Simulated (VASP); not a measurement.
# BeTe (F-43m) in VASP: a series of runs

BeTe is run at these levels: LDA, PBEsol, PBE; tasks: single point.

Program: VASP 6.6.1. These are calculated values, not measurements. Logs are shortened: lines on timing, memory, paths and dates and some standing lists are left out, and cuts for length are marked.

## (1) The cell of the first run

It takes space group F-43m (No. 216, cubic). Conventional cell: a = 5.540 Å, b = 5.540 Å, c = 5.540 Å, α = 90.00°, β = 90.00°, γ = 90.00°. Be (site symmetry -43m) has 4 Te at 2.40 Å within 3.2 Å. Te (site symmetry -43m) has 4 Be at 2.40 Å within 3.2 Å.

## (2) Single point, LDA

INCAR reads:

```
SYSTEM = BeTe
PREC = Accurate ; ENCUT = 520
EDIFF = 1E-7 ; ISMEAR = -1
SIGMA = 0.05 ; LREAL = .False.
LASPH = .True. ; NELM = 60
ALGO = Normal ; ISIF = 2
LWAVE = .False. ; LCHARG = .True.
GGA = CA ; LELF = .True.
LVHAR = .True. ; NBANDS = 11
```

KPOINTS reads:

```
regular mesh
0
Gamma
  11 11 11
  0 0 0
```

POSCAR reads:

```
BeTe
1.0
    0.0000000000      2.7700000000      2.7700000000
    2.7700000000      0.0000000000      2.7700000000
    2.7700000000      2.7700000000      0.0000000000
Be Te
1 1
Direct
    0.0000000000      0.0000000000      0.0000000000
    0.7500000000      0.7500000000      0.7500000000
```

Potentials or basis: VASP PAW LDA potentials, release 64 (Be, Te).

On the command line:

```console
cat potpaw_LDA.64/Be/POTCAR potpaw_LDA.64/Te/POTCAR > POTCAR
mpirun -np 1 vasp_std > vasp.out
```

OUTCAR:

```text
SYSTEM = BeTe
   PREC = Accurate
   ENCUT = 520
   EDIFF = 1E-7
   ISMEAR = -1
   LREAL = .False.
   LASPH = .True.
   NELM = 60
   ISIF = 2
   GGA = CA

 ion  position               nearest neighbor table
   1  0.000  0.000  0.000-   2 2.40   2 2.40   2 2.40   2 2.40
   2  0.750  0.750  0.750-   1 2.40   1 2.40   1 2.40   1 2.40

  LATTYP: Found a face centered cubic cell.
 ALAT       =     5.5400000000

  Lattice vectors:

 A1 = (   0.0000000000,   2.7700000000,   2.7700000000)
 A2 = (   2.7700000000,   0.0000000000,   2.7700000000)
 A3 = (   2.7700000000,   2.7700000000,   0.0000000000)

Analysis of symmetry for initial positions (statically):
=====================================================================
 Subroutine PRICEL returns:
 Original cell was already a primitive cell.

 Routine SETGRP: Setting up the symmetry group for a
 face centered cubic supercell.

 Subroutine GETGRP returns: Found 24 space group operations
 (whereof 24 operations were pure point group operations)
 out of a pool of 48 trial point group operations.

The static configuration has the point symmetry T_d .

Analysis of symmetry for dynamics (positions and initial velocities):
=====================================================================
 Subroutine PRICEL returns:
 Original cell was already a primitive cell.

 Routine SETGRP: Setting up the symmetry group for a
 face centered cubic supercell.

 Subroutine GETGRP returns: Found 24 space group operations
 (whereof 24 operations were pure point group operations)
 out of a pool of 48 trial point group operations.

The dynamic configuration has the point symmetry T_d .

 Subroutine INISYM returns: Found 24 space group operations
 (whereof 24 operations are pure point group operations),
 and found     1 'primitive' translations

----------------------------------------------------------------------------------------

                                     Primitive cell

  volume of cell :      42.5079

  direct lattice vectors                    reciprocal lattice vectors
     0.000000000  2.770000000  2.770000000    -0.180505415  0.180505415  0.180505415
     2.770000000  0.000000000  2.770000000     0.180505415 -0.180505415  0.180505415
     2.770000000  2.770000000  0.000000000     0.180505415  0.180505415 -0.180505415

  length of vectors
     3.917371568  3.917371568  3.917371568     0.312644550  0.312644550  0.312644550

  position of ions in fractional coordinates (direct lattice)
     0.000000000  0.000000000  0.000000000
     0.750000000  0.750000000  0.750000000

  ion indices of the primitive-cell ions
   primitive index   ion index
                 1           1
                 2           2

----------------------------------------------------------------------------------------

 KPOINTS: regular mesh

Automatic generation of k-mesh.
 Grid dimensions read from file:
 generate k-points for:   11   11   11

 Generating k-lattice:

  Cartesian coordinates                     Fractional coordinates (reciprocal lattice)
    -0.016409583  0.016409583  0.016409583     0.090909091  0.000000000  0.000000000
     0.016409583 -0.016409583  0.016409583     0.000000000  0.090909091  0.000000000
     0.016409583  0.016409583 -0.016409583     0.000000000  0.000000000  0.090909091

  Length of vectors
     0.028422232  0.028422232  0.028422232

  Shift w.r.t. Gamma in fractional coordinates (k-lattice)
     0.000000000  0.000000000  0.000000000

 Subroutine IBZKPT returns following result:
 ===========================================

 Found     56 irreducible k-points:

 Following reciprocal coordinates:
            Coordinates               Weight
  0.000000  0.000000  0.000000      1.000000
  0.090909  0.000000  0.000000      8.000000
  0.181818  0.000000  0.000000      8.000000
  0.272727  0.000000  0.000000      8.000000
  0.363636  0.000000  0.000000      8.000000
  0.454545  0.000000  0.000000      8.000000
[... 16 lines left out ...]
 -0.272727  0.181818  0.000000     24.000000
 -0.181818  0.181818  0.000000     12.000000
 [... further k-points ...]
   k-points           NKPTS =     56   k-points in BZ     NKDIM =     56   number of bands    NBANDS=     11
   number of dos      NEDOS =    301   number of ions     NIONS =      2
   total plane-waves  NPLWV =  27000
   dimension x,y,z NGX =    30 NGY =   30 NGZ =   30
   dimension x,y,z NGXF=    60 NGYF=   60 NGZF=   60
   ions per type =               1   1
   NGX,Y,Z   is equivalent  to a cutoff of  12.73, 12.73, 12.73 a.u.
   NGXF,Y,Z  is equivalent  to a cutoff of  25.46, 25.46, 25.46 a.u.
 SYSTEM =  BeTe
   PREC   = accura    normal or accurate (medium, high low for compatibility)
   ISTART =      0    job   : 0-new  1-cont  2-samecut
   ICHARG =      2    charge: 1-file 2-atom 10-const
   ISPIN  =      1    spin polarized calculation?
   LNONCOLLINEAR =      F non collinear calculations
   LSORBIT =      F    spin-orbit coupling
   LASPH  =      T    aspherical Exc in radial PAW
   ENCUT  =  520.0 eV  38.22 Ry    6.18 a.u.   7.28  7.28  7.28*2*pi/ulx,y,z
   NELM   =     60;   NELMIN=  2; NELMDL= -5     # of ELM steps
   EDIFF  = 0.1E-06   stopping-criterion for ELM
   LREAL  =      F    real-space projection
   EDIFFG = 0.1E-05   stopping-criterion for IOM
   NSW    =      0    number of steps for IOM
   IBRION =     -1    ionic relax: 0-MD 1-quasi-New 2-CG
   NFREE  =      0    steps in history (QN), initial steepest desc. (CG)
   ISIF   =      2    stress and relaxation
   ISYM   =      2    0-nonsym 1-usesym 2-fastsym
   POTIM  = 0.5000    time-step for ionic-motion
   TEBEG  =    0.0;   TEEND  =   0.0 temperature during run
   PSTRESS=    0.0 pullay stress
   NELECT =       8.0000    total number of electrons
   NUPDOWN=      -1.0000    fix difference up-down
   EMIN   =  10.00;   EMAX   =-10.00  energy-range for DOS
   EFERMI =   0.00;   METHOD = LEGACY
   ISMEAR =    -1;   SIGMA  =   0.05  broadening in eV -4-tet -1-fermi 0-gaus
   EFERMI_NEDOS =   21; number of points for ismear=-14 and -15
   IALGO  =     38    algorithm
   IMIX   =      4    mixing-type and parameters
     AMIX     =   0.40;   BMIX     =  1.00
     AMIX_MAG =   1.60;   BMIX_MAG =  1.00
  volume/ion in A,a.u.               =      21.25       143.43
  Fermi-wavevector in a.u.,A,eV,Ry     =   0.938170  1.772885 11.975354  0.880164
  Thomas-Fermi vector in A             =   2.065355
   LORBIT       =      0    0 simple, 1 ext, 2 COOP (PROOUT), +10 PAW based schemes
   GGA     = CA    functional components
   LHFCALC =     F    Hartree Fock is set to
   AEXX    =    0.0000 exact exchange contribution
   IVDW    =     0    specifies the selected vdW correction
   LEPSILON=     F    determine dielectric tensor
   LRPA    =     F    only Hartree local field effects (RPA)
 non-spin polarized calculation
  energy-cutoff  :      520.00
  volume of cell :       42.51
 maximum number of plane-waves:      1167
 NGX is ok and might be reduce to    30
   NGX = 15   NGY = 15   NGZ = 15

 number of electron       8.0000000 magnetization

 Free energy of the ion-electron system (eV)
  ---------------------------------------------------
  ext. energy  EPLUGINS =         0.00000000
  ---------------------------------------------------
  free energy    TOTEN  =        -8.72610419 eV

  energy without entropy =       -8.72610419  energy(sigma->0) =       -8.72610419

 E-fermi :   6.3905     XC(G=0):  -9.4621

 val. band max:        5.5109698113   @ k =   0.0000   0.0000   0.0000
 cond. band min:       7.2917277793   @ k =   0.4545   0.4545   0.0000
 fundamental gap:      1.7807579680
 Fermi energy:         6.3905122226

 k-point     1 :       0.0000    0.0000    0.0000
  band No.  band energies     occupation
      1      -7.1410      2.00000
      2       5.5110      2.00000
      3       5.5110      2.00000
      4       5.5110      2.00000
      5       9.0532      0.00000
      6       9.0532      0.00000
      7       9.0532      0.00000
      8       9.6020      0.00000
      9      13.7663      0.00000
     10      15.8511      0.00000
     11      15.8511      0.00000

 k-point     2 :       0.0909    0.0000    0.0000
  band No.  band energies     occupation
      1      -7.0570      2.00000
      2       4.6771      2.00000
      3       5.3649      2.00000
      4       5.3649      2.00000
      5       9.1052      0.00000
      6       9.2626      0.00000
      7       9.2626      0.00000
      8      10.3297      0.00000
      9      13.9984      0.00000
     10      15.1043      0.00000
     11      15.1043      0.00000

 k-point     3 :       0.1818    0.0000    0.0000
  band No.  band energies     occupation
      1      -6.8142      2.00000
      2       3.1533      2.00000
      3       5.0397      2.00000
      4       5.0397      2.00000
      5       9.0020      0.00000
      6       9.7026      0.00000
      7       9.7026      0.00000
      8      11.7603      0.00000
      9      14.3991      0.00000
     10      14.5307      0.00000
     11      14.5307      0.00000

 k-point     4 :       0.2727    0.0000    0.0000
  band No.  band energies     occupation
      1      -6.4458      2.00000
      2       1.6639      2.00000
      3       4.7030      2.00000
      4       4.7030      2.00000
      5       8.8673      0.00000
      6      10.0226      0.00000
      7      10.0226      0.00000
      8      12.9164      0.00000
      9      14.5615      0.00000
     10      14.6438      0.00000
     11      14.6438      0.00000
[... 239 lines left out ...]
 k-point    22 :      -0.3636    0.1818    0.0000
  band No.  band energies     occupation
      1      -5.6037      2.00000
      2       0.2218      2.00000
      3       2.6285      2.00000
      4       4.0428      2.00000
      5       9.0949      0.00000
      6      10.8945      0.00000
      7      10.9824      0.00000
      8      13.5778      0.00000
      9      14.9036      0.00000
     10      14.9433      0.00000
     11      17.2768      0.00000

 k-point    23 :      -0.2727    0.1818    0.0000
  band No.  band energies     occupation
      1      -5.9378      2.00000
      2       0.9850      2.00000
      3       2.7088      2.00000
      4       4.4295      2.00000
      5       9.4048      0.00000
      6      10.6078      0.00000
      7      10.9354      0.00000
      8      12.4769      0.00000
      9      13.8827      0.00000
     10      15.6478      0.00000
     11      17.6069      0.00000

 k-point    24 :      -0.1818    0.1818    0.0000
  band No.  band energies     occupation
      1      -6.3216      2.00000
      2       1.9141      2.00000
      3       3.1746      2.00000
      4       4.8368      2.00000
      5       9.6099      0.00000
      6      10.0877      0.00000
      7      10.6841      0.00000
      8      11.8402      0.00000
      9      13.5250      0.00000
     10      15.6442      0.00000
     11      16.4326      0.00000

 [... further k-points ...]

------------------------ aborting loop because EDIFF is reached ----------------------------------------

  FORCE on cell =-STRESS in cart. coord.  units (eV):
  Direction    XX          YY          ZZ          XY          YZ          ZX
  --------------------------------------------------------------------------------------
  -------------------------------------------------------------------------------------
  Total        0.2087674      0.2087674      0.2087674      0.0000000     -0.0000000      0.0000000
  in kB        7.8687191      7.8687191      7.8687191      0.0000000     -0.0000000      0.0000000
  external PRESSURE =       7.8687191 kB  Pullay stress =       0.0000000 kB

 VOLUME and BASIS-vectors are now :
 -----------------------------------------------------------------------------
  energy-cutoff  :      520.00
  volume of cell :       42.51
      direct lattice vectors                 reciprocal lattice vectors
     0.000000000  2.770000000  2.770000000    -0.180505415  0.180505415  0.180505415
     2.770000000  0.000000000  2.770000000     0.180505415 -0.180505415  0.180505415
     2.770000000  2.770000000  0.000000000     0.180505415  0.180505415 -0.180505415

 POSITION                                       TOTAL-FORCE (eV/Angst)
 -----------------------------------------------------------------------------------
      0.00000      0.00000      0.00000         0.000000      0.000000      0.000000
      4.15500      4.15500      4.15500        -0.000000     -0.000000     -0.000000
 -----------------------------------------------------------------------------------
    total drift:                               -0.000000     -0.000000     -0.000000

  FREE ENERGIE OF THE ION-ELECTRON SYSTEM (eV)
  ---------------------------------------------------
  free  energy   TOTEN  =        -8.7261041905 eV

  energy  without entropy=       -8.7261041902  energy(sigma->0) =       -8.72610419
```

Run time: 13 s. Hardware: 1 thread of AMD EPYC 9R45 (Zen 5), shared host; peak memory 0.14 GiB.

What came out:

| Item | Value |
| --- | --- |
| Free energy | -8.7261 eV |
| Pressure | 0.8 GPa |
| Band gap on the k mesh | 1.78 eV, indirect (least direct gap 3.54 eV) |

Levels at points of the mesh, in eV from the valence-band top:
| k point | band 2 | band 3 | band 4 | band 5 | band 6 | band 7 |
| --- | --- | --- | --- | --- | --- | --- |
| (0.00, 0.00, 0.00) | 0.00 | 0.00 | 0.00 | 3.54 | 3.54 | 3.54 |

Caveat: spin-orbit coupling is left out, which moves the levels of the heavy elements.

[end of part 1 of 2]
